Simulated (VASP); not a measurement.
The system is SbP3.

```xyz
8
Lattice="5.1404 0.0000 0.0000 -2.5702 4.4517 0.0000 0.0000 0.0000 7.3987" Properties=species:S:1:pos:R:3 pbc="T T T"
Sb    0.0000    2.9678    3.6994
Sb    0.0000    2.9678    0.0000
P    -1.5688    3.5110    5.5490
P     0.3139    1.3375    5.5490
P     1.2549    4.0548    5.5490
P     1.5688    3.5110    1.8497
P    -1.2549    4.0548    1.8497
P    -0.3139    1.3375    1.8497
```

The cell was built from a structure type or drawn by symmetry, and may not be a known phase.

| Property | Result |
| --- | --- |
| Program | VASP 6.6.1 |
| Task | relaxation of cell and atoms |
| Functional | PBE |
| Potentials or basis | VASP PAW PBE potentials, release 64 (Sb, P) |
| Cutoff | 600 eV |
| k mesh | 6 × 6 × 4 |
| Occupations | gaussian, width 0.1 eV |
| Spin | no spin polarisation |

At the start: pressure 19.0 GPa; volume 21.16 Å³/atom.

Where does the relaxation end?

Over 24 steps the energy falls by 539.2 meV/atom and the volume is 27.39 Å³/atom (+29.4 %); space group P-6c2 (No. 188, to 0.1 Å) before, P-6m2 (No. 187, to 0.1 Å).

The path:
| step | energy change (eV) | largest force (eV/Å) | pressure (GPa) | volume (Å³) |
| --- | --- | --- | --- | --- |
| 1 | 0.0000 | 2.8117 | 19.04 | 169.31 |
| 2 | -3.6338 | 1.3669 | -5.31 | 237.71 |
| 3 | -3.7503 | 1.4941 | -2.96 | 221.33 |
| 4 | -3.7550 | 1.4736 | -3.35 | 223.52 |
| 5 | -4.1353 | 1.1454 | 1.61 | 213.79 |
| 6 | -4.2382 | 0.0905 | -0.33 | 216.56 |
| 7 | -4.2383 | 0.1176 | -0.24 | 216.42 |
| 8 | -4.2435 | 0.0908 | -0.06 | 215.25 |
| 9 | -4.2477 | 0.0523 | 0.35 | 212.86 |
| 10 | -4.2515 | 0.0614 | 0.26 | 213.04 |
| 11 | -4.2584 | 0.1121 | 0.00 | 213.56 |
| 12 | -4.2514 | 0.2322 | -0.52 | 214.54 |
| 13 | -4.2594 | 0.1398 | -0.13 | 213.81 |
| 14 | -4.2617 | 0.0829 | 0.17 | 213.40 |
| 15 | -4.2619 | 0.0642 | 0.10 | 213.50 |
| 16 | -4.2645 | 0.0630 | 0.08 | 213.80 |
| 17 | -4.2718 | 0.0575 | 0.02 | 214.73 |
| 18 | -4.2836 | 0.0521 | -0.15 | 216.58 |
| 19 | -4.2938 | 0.1685 | -0.71 | 220.32 |
| 20 | -4.2949 | 0.1598 | -0.68 | 220.29 |
| 21 | -4.2980 | 0.1357 | -0.60 | 220.21 |
| 22 | -4.3030 | 0.0932 | -0.46 | 220.05 |
| 23 | -4.3094 | 0.0309 | -0.24 | 219.73 |
| 24 | -4.3135 | 0.0099 | 0.00 | 219.10 |

Final structure:
```cif
data_structure
_symmetry_space_group_name_H-M 'P 1'
_symmetry_Int_Tables_number 1
_cell_length_a 5.2991
_cell_length_b 5.2991
_cell_length_c 9.0097
_cell_angle_alpha 90.000
_cell_angle_beta 90.000
_cell_angle_gamma 120.000
_cell_volume 219.10
loop_
_atom_site_label
_atom_site_type_symbol
_atom_site_fract_x
_atom_site_fract_y
_atom_site_fract_z
_atom_site_occupancy
Sb1 Sb 0.33333 0.66667 0.50000 1
Sb2 Sb 0.33333 0.66667 0.00000 1
P1 P 0.13809 0.86345 0.75000 1
P2 P 0.13655 0.27464 0.75000 1
P3 P 0.72536 0.86191 0.75000 1
P4 P 0.72536 0.86345 0.25000 1
P5 P 0.13655 0.86191 0.25000 1
P6 P 0.13809 0.27464 0.25000 1
```

Caveat: the volume moved by over 15 % at a fixed basis, so the end points are rough.
